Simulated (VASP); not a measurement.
A run of VASP 6.6.1 is set up as follows.

Contents of INCAR:

```
SYSTEM = Pt
PREC = Accurate
ENCUT = 520
EDIFF = 1E-6
ISMEAR = 0
SIGMA = 0.1
LREAL = .False.
LASPH = .True.
NELM = 80
ALGO = Normal
ISIF = 2
LWAVE = .False.
LCHARG = .False.
LDIPOL = .True.
IDIPOL = 3
DIPOL = 0.5 0.5 0.500
GGA = PE
IVDW = 12
NBANDS = 72
```

The input KPOINTS:

```
Automatic mesh
0
Gamma
  6 6 1
  0 0 0
```

The input POSCAR:

```
Pt
1.0
    4.8115405456      0.0000000000      0.0000000000
   -2.4057702728      4.1669163438      0.0000000000
    0.0000000000      0.0000000000     23.8045458955
Pt
12
Direct
    0.0000000000      0.3333333333      0.3570746545
    0.3333333333      0.0000000000      0.3570746545
    0.6666666667      0.6666666667      0.3570746545
    0.3333333333      0.3333333333      0.4523582182
    0.6666666667      0.0000000000      0.4523582182
    0.0000000000      0.6666666667      0.4523582182
    0.6666666667      0.3333333333      0.5473041563
    0.0000000000      0.0000000000      0.5473041563
    0.3333333333      0.6666666667      0.5473041563
    0.0000000000      0.3333333333      0.6439700240
    0.3333333333      0.0000000000      0.6439700240
    0.6666666667      0.6666666667      0.6439700240
```

Potentials or basis: VASP PAW PBE potentials, release 64 (Pt).

Launch:

```console
$ cat potpaw_PBE.64/Pt/POTCAR > POTCAR
$ mpirun -np 1 vasp_std > vasp.out
```

**Question.** Predict the dispersion energy per atom.

**Answer.** -0.575 eV.

**Question.** Estimate the band gap on the k mesh.

**Answer.** Zero (bands 60 and 61 overlap by 0.40 eV).

Forces in eV/Å, atoms in the order of the input:
```
Pt   0.000  0.000 -0.223
Pt   0.000  0.000 -0.223
Pt   0.000  0.000 -0.223
Pt   0.000  0.000  0.243
Pt   0.000  0.000  0.243
Pt   0.000  0.000  0.243
Pt   0.000  0.000 -0.018
Pt   0.000  0.000 -0.018
Pt   0.000  0.000 -0.018
Pt   0.000  0.000 -0.002
Pt   0.000  0.000 -0.002
Pt   0.000  0.000 -0.002
```

Caveat: spin-orbit coupling is left out, which moves the levels of the heavy elements.
